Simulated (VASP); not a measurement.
# Sc (Fd-3m) in VASP: further runs

The runs below take Sc through single point, with BLYP.

Everything below comes from runs of VASP 6.6.1. Logs are shortened: lines on timing, memory, paths and dates and some standing lists are left out, and cuts for length are marked.

## 1. The cell of the first run

The structure is cubic, space group Fd-3m (No. 227). Conventional cell: a = 6.795 Å, b = 6.795 Å, c = 6.795 Å, α = 90.00°, β = 90.00°, γ = 90.00°. Sc (site symmetry -43m) has 4 Sc at 2.94 Å within 3.9 Å.

This isn't the form of Sc at room conditions, which is hcp.

## 2. Single point, BLYP (39.22 Å³/atom)

Input file INCAR:

```
PREC = Accurate
ENCUT = 520
EDIFF = 1E-6
ISMEAR = -1
SIGMA = 0.1
LREAL = False
LASPH = True
NELM = 60
ALGO = Normal
ISIF = 2
LWAVE = False
LCHARG = False
GGA = B5
ALDAX = 1.0
AGGAX = 1.0
AGGAC = 1.0
ALDAC = 0.0
NBANDS = 18
```

Input file KPOINTS:

```
Automatic mesh
0
Gamma
  9 9 9
```

Input file POSCAR:

```
Sc
1.0
    0.0000000000      3.3976603448      3.3976603448
    3.3976603448      0.0000000000      3.3976603448
    3.3976603448      3.3976603448      0.0000000000
Sc
2
Direct
    0.1250000000      0.1250000000      0.1250000000
    0.8750000000      0.8750000000      0.8750000000
```

Potentials or basis: VASP PAW PBE potentials, release 64 (Sc_sv).

On the command line:

```
$ cat potpaw_PBE.64/Sc_sv/POTCAR > POTCAR
$ mpirun -np 1 vasp_std > vasp.out
```

OUTCAR:

```text
PREC = Accurate
   ENCUT = 520
   EDIFF = 1E-6
   ISMEAR = -1
   LREAL = False
   LASPH = True
   NELM = 60
   ISIF = 2
   GGA = B5

 ion  position               nearest neighbor table
   1  0.125  0.125  0.125-   2 2.94   2 2.94   2 2.94   2 2.94
   2  0.875  0.875  0.875-   1 2.94   1 2.94   1 2.94   1 2.94

  LATTYP: Found a face centered cubic cell.
 ALAT       =     6.7953206896

  Lattice vectors:

 A1 = (   0.0000000000,   3.3976603448,   3.3976603448)
 A2 = (   3.3976603448,   0.0000000000,   3.3976603448)
 A3 = (   3.3976603448,   3.3976603448,   0.0000000000)

Analysis of symmetry for initial positions (statically):
=====================================================================
 Subroutine PRICEL returns:
 Original cell was already a primitive cell.

 Routine SETGRP: Setting up the symmetry group for a
 face centered cubic supercell.

 Subroutine GETGRP returns: Found 48 space group operations
 (whereof 12 operations were pure point group operations)
 out of a pool of 48 trial point group operations.

The static configuration has the point symmetry D_3d.
 The point group associated with its full space group is O_h .

Analysis of symmetry for dynamics (positions and initial velocities):
=====================================================================
 Subroutine PRICEL returns:
 Original cell was already a primitive cell.

 Routine SETGRP: Setting up the symmetry group for a
 face centered cubic supercell.

 Subroutine GETGRP returns: Found 48 space group operations
 (whereof 12 operations were pure point group operations)
 out of a pool of 48 trial point group operations.

The dynamic configuration has the point symmetry D_3d.
 The point group associated with its full space group is O_h .

 Subroutine INISYM returns: Found 48 space group operations
 (whereof 12 operations are pure point group operations),
 and found     1 'primitive' translations

----------------------------------------------------------------------------------------

                                     Primitive cell

  volume of cell :      78.4458

  direct lattice vectors                    reciprocal lattice vectors
     0.000000000  3.397660345  3.397660345    -0.147160089  0.147160089  0.147160089
     3.397660345  0.000000000  3.397660345     0.147160089 -0.147160089  0.147160089
     3.397660345  3.397660345  0.000000000     0.147160089  0.147160089 -0.147160089

  length of vectors
[... 72 lines left out ...]
 SYSTEM =  unknown system
   PREC   = accura    normal or accurate (medium, high low for compatibility)
   ISTART =      0    job   : 0-new  1-cont  2-samecut
   ICHARG =      2    charge: 1-file 2-atom 10-const
   ISPIN  =      1    spin polarized calculation?
   LNONCOLLINEAR =      F non collinear calculations
   LSORBIT =      F    spin-orbit coupling
   LASPH  =      T    aspherical Exc in radial PAW
   ENCUT  =  520.0 eV  38.22 Ry    6.18 a.u.   8.93  8.93  8.93*2*pi/ulx,y,z
   NELM   =     60;   NELMIN=  2; NELMDL= -5     # of ELM steps
   EDIFF  = 0.1E-05   stopping-criterion for ELM
   LREAL  =      F    real-space projection
   EDIFFG = 0.1E-04   stopping-criterion for IOM
   NSW    =      0    number of steps for IOM
   IBRION =     -1    ionic relax: 0-MD 1-quasi-New 2-CG
   NFREE  =      0    steps in history (QN), initial steepest desc. (CG)
   ISIF   =      2    stress and relaxation
   ISYM   =      2    0-nonsym 1-usesym 2-fastsym
   POTIM  = 0.5000    time-step for ionic-motion
   TEBEG  =    0.0;   TEEND  =   0.0 temperature during run
   PSTRESS=    0.0 pullay stress
   NELECT =      22.0000    total number of electrons
   NUPDOWN=      -1.0000    fix difference up-down
   EMIN   =  10.00;   EMAX   =-10.00  energy-range for DOS
   EFERMI =   0.00;   METHOD = LEGACY
   ISMEAR =    -1;   SIGMA  =   0.10  broadening in eV -4-tet -1-fermi 0-gaus
   EFERMI_NEDOS =   21; number of points for ismear=-14 and -15
   IALGO  =     38    algorithm
   IMIX   =      4    mixing-type and parameters
     AMIX     =   0.40;   BMIX     =  1.00
     AMIX_MAG =   1.60;   BMIX_MAG =  1.00
  volume/ion in A,a.u.               =      39.22       264.69
  Fermi-wavevector in a.u.,A,eV,Ry     =   1.071583  2.024998 15.623432  1.148290
  Thomas-Fermi vector in A             =   2.207328
   LORBIT       =      0    0 simple, 1 ext, 2 COOP (PROOUT), +10 PAW based schemes
   GGA     = B5    functional components
   LHFCALC =     F    Hartree Fock is set to
   AEXX    =    0.0000 exact exchange contribution
   IVDW    =     0    specifies the selected vdW correction
   LEPSILON=     F    determine dielectric tensor
   LRPA    =     F    only Hartree local field effects (RPA)
 non-spin polarized calculation
  energy-cutoff  :      520.00
  volume of cell :       78.45
 maximum number of plane-waves:      2134
   NGX = 17   NGY = 17   NGZ = 17

 number of electron      21.9999998 magnetization

 Free energy of the ion-electron system (eV)
  ---------------------------------------------------
  ext. energy  EPLUGINS =         0.00000000
  ---------------------------------------------------
  free energy    TOTEN  =        -7.34122305 eV

  energy without entropy =       -7.10305889  energy(sigma->0) =       -7.22214097

 E-fermi :   1.6342     XC(G=0):  -7.3904

 val. band max:        1.6327836191   @ k =  -0.3333   0.3333   0.1111
 cond. band min:       1.6407148341   @ k =   0.1111   0.0000   0.0000
 fundamental gap:      0.0079312150
 Fermi energy:         1.6341930612

 k-point     1 :       0.0000    0.0000    0.0000
  band No.  band energies     occupation
      1     -48.1688      2.00000
      2     -48.0327      2.00000
      3     -27.0420      2.00000
      4     -27.0420      2.00000
      5     -27.0420      2.00000
      6     -26.7660      2.00000
[... 481 lines left out ...]
      5     -26.9314      2.00000
      6     -26.8837      2.00000
[... 10 lines left out ...]
     17       4.0568      0.00000
     18       4.0568      0.00000

 [... further k-points ...]
[... 5 lines left out ...]
  --------------------------------------------------------------------------------------
  -------------------------------------------------------------------------------------
  Total        0.0995802      0.0995802      0.0995802     -0.0000000      0.0000000      0.0000000
  in kB        2.0338254      2.0338254      2.0338254     -0.0000000      0.0000000      0.0000000
  external PRESSURE =       2.0338254 kB  Pullay stress =       0.0000000 kB

 VOLUME and BASIS-vectors are now :
 -----------------------------------------------------------------------------
  energy-cutoff  :      520.00
  volume of cell :       78.45
      direct lattice vectors                 reciprocal lattice vectors
     0.000000000  3.397660345  3.397660345    -0.147160089  0.147160089  0.147160089
     3.397660345  0.000000000  3.397660345     0.147160089 -0.147160089  0.147160089
     3.397660345  3.397660345  0.000000000     0.147160089  0.147160089 -0.147160089

 POSITION                                       TOTAL-FORCE (eV/Angst)
 -----------------------------------------------------------------------------------
      0.84942      0.84942      0.84942         0.000000      0.000000      0.000000
      5.94591      5.94591      5.94591        -0.000000     -0.000000     -0.000000
 -----------------------------------------------------------------------------------
    total drift:                                0.000000      0.000000      0.000000

  FREE ENERGIE OF THE ION-ELECTRON SYSTEM (eV)
  ---------------------------------------------------
  free  energy   TOTEN  =        -7.3412230508 eV

  energy  without entropy=       -7.1030588906  energy(sigma->0) =       -7.22214097
```

Wall time 31 s (1 thread of Intel Xeon 6975P-C (Granite Rapids), shared host); peak memory 0.21 GiB.

Results:

| Item | Value |
| --- | --- |
| Free energy | -7.3412 eV |
| Pressure | 0.2 GPa |
| Band gap on the k mesh | zero (bands 11 and 12 overlap by 0.65 eV) |

Levels at points of the mesh, in eV from the Fermi level:
```tsv
k point	band 8	band 9	band 10	band 11	band 12	band 13	band 14	band 15
(0.00, 0.00, 0.00)	-28.40	-3.75	0.10	0.10	0.20	0.20	0.20	1.42
```

Caveat: the PAW data sets were made with another functional, which shifts forces and pressure a little.

## 3. Single point, BLYP

This run uses another cell than the first one, of 40.86 Å³/atom.

Input file INCAR:

```
SYSTEM = Sc
PREC     = Accurate       ! precision mode
ENCUT    = 520            ! plane-wave cutoff, eV
EDIFF    = 1E-6           ! SCF threshold, eV
ISMEAR   = -1             ! smearing method
SIGMA    = 0.1            ! smearing width, eV
LREAL    = .False.        ! projectors in reciprocal space
LASPH    = .True.         ! aspherical terms in the spheres
NELM     = 60             ! most SCF steps
ALGO     = Normal         ! electronic algorithm
ISIF     = 2              ! what is computed and relaxed
LWAVE    = .False.        ! write WAVECAR
LCHARG   = .False.        ! write CHGCAR
GGA      = B5             ! functional
ALDAX    = 1.0          
AGGAX    = 1.0          
AGGAC    = 1.0          
ALDAC    = 0.0          
NBANDS   = 18             ! bands
```

Input file KPOINTS:

```
Automatic mesh
0
Gamma
  9 9 9
  0 0 0
```

Input file POSCAR:

```
Sc
1.0
    0.0000000000      3.4442094216      3.4442094216
    3.4442094216      0.0000000000      3.4442094216
    3.4442094216      3.4442094216      0.0000000000
Sc
2
Direct
    0.1250000000      0.1250000000      0.1250000000
    0.8750000000      0.8750000000      0.8750000000
```

Potentials or basis: VASP PAW PBE potentials, release 64 (Sc_sv).

On the command line:

```
$ cat potpaw_PBE.64/Sc_sv/POTCAR > POTCAR
$ mpirun -np 1 vasp_std > vasp.out
```

It took 29 s on 1 thread of Intel Xeon 6975P-C (Granite Rapids), shared host; peak memory 0.21 GiB.

Results (log left out):

| Property | Result |
| --- | --- |
| Free energy | -7.3436 eV |
| Pressure | 0.0 GPa |
| Band gap on the k mesh | zero (bands 11 and 12 overlap by 0.65 eV) |

Levels at points of the mesh, in eV from the Fermi level:
| k point | band 9 | band 10 | band 11 | band 12 | band 13 | band 14 |
| --- | --- | --- | --- | --- | --- | --- |
| (0.00, 0.00, 0.00) | -3.69 | 0.13 | 0.13 | 0.19 | 0.19 | 0.19 |

Caveat: the PAW data sets were made with another functional, which shifts forces and pressure a little.
